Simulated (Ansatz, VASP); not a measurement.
P in VASP and in Ansatz

File POSCAR:

```
P
1.0
    3.1540000000      0.0000000000      0.0000000000
   -1.5770000000      2.7314441236      0.0000000000
    0.0000000000      0.0000000000     28.0000000000
P
2
Direct
    0.3333333333      0.6666666667      0.5093571429
    0.6666666667      0.3333333333      0.4906428571
```

The input INCAR.step1:

```
PREC = Accurate ; ENCUT = 520
ISMEAR = 0 ; SIGMA = 0.02
LREAL = False ; LASPH = True
NELM = 60 ; LDIPOL = True
IDIPOL = 3 ; DIPOL = 0.5 0.5 0.500
NBANDS = 12 ; GGA = PE
ALGO = Normal ; EDIFF = 1E-4
LWAVE = True ; LCHARG = False
```

File INCAR.step2:

```
PREC = Accurate ; ENCUT = 520
EDIFF = 1E-6 ; ISMEAR = 0
SIGMA = 0.02 ; LREAL = False
LASPH = True ; NELM = 60
ALGO = Normal ; ISIF = 2
LWAVE = False ; LCHARG = True
LDIPOL = True ; IDIPOL = 3
DIPOL = 0.5 0.5 0.500 ; METAGGA = R2SCAN
LMIXTAU = True ; LELF = True
LVHAR = True ; LVACPOTAV = True
NBANDS = 12 ; ISTART = 1
```

KPOINTS

```
Automatic mesh
0
Gamma
  9 9 1
```

Input for Ansatz:

```yaml
crystal:
  lattice:
    - [3.154, 0.0, 0.0]
    - [-1.577, 2.7314441236, 0.0]
    - [0.0, 0.0, 28.0]
  atoms:
    - { symbol: P, position: [0.3333333333, 0.6666666667, 0.5093571429] }
    - { symbol: P, position: [0.6666666667, 0.3333333333, 0.4906428571] }
  periodic: [true, true, false]
basis:
  ecutwfc: 500
kpoints:
  mp_grid: { grid: [9, 9, 1] }
hamiltonian:
  xc: r2scan
scf:
  occupations: { method: gaussian, width: 0.02 }
output:
  forces: true
  stress: true
  eigenvalues: true
```

Alike in both runs: task single point; functional r2SCAN; k mesh 9 × 9 × 1; occupations gaussian, width 0.02 eV; no spin polarisation.

|  | VASP | Ansatz |
| --- | --- | --- |
| version | VASP 6.6.1 | Ansatz 0.2.0 |
| potentials or method | VASP PAW PBE potentials, release 64 (P), cutoff 520 eV | scalar-relativistic, plane waves, PAW |
| valence electrons in the cell | 10 | 10 |

```csv
,VASP,Ansatz,Ansatz less VASP
gap on the k mesh at the Fermi level (eV),none,none,-
rms of the force components (eV/Å),3.237,3.300,+0.0632
"work function, face that differs most (eV)",3.79,3.78,-0.012
```

VASP's potentials were made for PBE, not for r2SCAN. Atom by atom the forces differ by 0.063 eV/Å (rms over components). A gap of «none» marks a metal or a gap that the smearing closes. The functional is the same, so the differences come from potentials, cutoffs and numerics.
